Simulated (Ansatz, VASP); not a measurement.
**Two plane-wave programs on W**

Contents of INCAR:

```
PREC = Accurate
ENCUT = 500
EDIFF = 1E-6
ISMEAR = 0
SIGMA = 0.15
LREAL = False
LASPH = True
NELM = 120
ALGO = Normal
ISIF = 2
LWAVE = False
LCHARG = False
GGA = PE
NBANDS = 13
GGA_COMPAT = False
```

The input KPOINTS:

```
regular mesh
0
Gamma
  30 30 30
```

File POSCAR:

```
W
1.0
   -1.7868018257      1.7868018257      1.2632688908
    1.7868018257     -1.7868018257      1.2632688908
    1.7868018257      1.7868018257     -1.2632688908
W
1
Direct
    0.0000000000      0.0000000000      0.0000000000
```

Input for Ansatz:

```yaml
crystal:
  lattice:
    - [-1.7868018257, 1.7868018257, 1.2632688908]
    - [1.7868018257, -1.7868018257, 1.2632688908]
    - [1.7868018257, 1.7868018257, -1.2632688908]
  atoms:
    - { symbol: W, position: [0.0, 0.0, 0.0] }
basis:
  ecutwfc: 420
kpoints:
  mp_grid: { grid: [30, 30, 30] }
hamiltonian:
  xc: pbe
scf:
  occupations: { method: gaussian, width: 0.15 }
output:
  forces: true
  stress: true
  eigenvalues: true
  write_density: true
  write_potential: true
  elf: true
  volumetric_format: npy
```

Alike in both runs: task single point; functional PBE; k mesh 30 × 30 × 30; occupations gaussian, width 0.15 eV; no spin polarisation.

|  | VASP | Ansatz |
| --- | --- | --- |
| version | VASP 6.6.1 | Ansatz 0.2.0 |
| potentials or method | VASP PAW PBE potentials, release 64 (W_sv), cutoff 500 eV | scalar-relativistic, plane waves, PAW |
| valence electrons in the cell | 14 | 14 |

|  | VASP | Ansatz | Ansatz less VASP |
| --- | --- | --- | --- |
| gap on the k mesh at the Fermi level (eV) | none | none | - |
| pressure (GPa) | 18.3 | 17.6 | -0.71 |
| traceless stress, the component that is largest in VASP (GPa) | 34.92 | 34.24 | -0.683 |

A gap of «none» marks a metal or a gap that the smearing closes.

Spin-orbit coupling is off throughout.
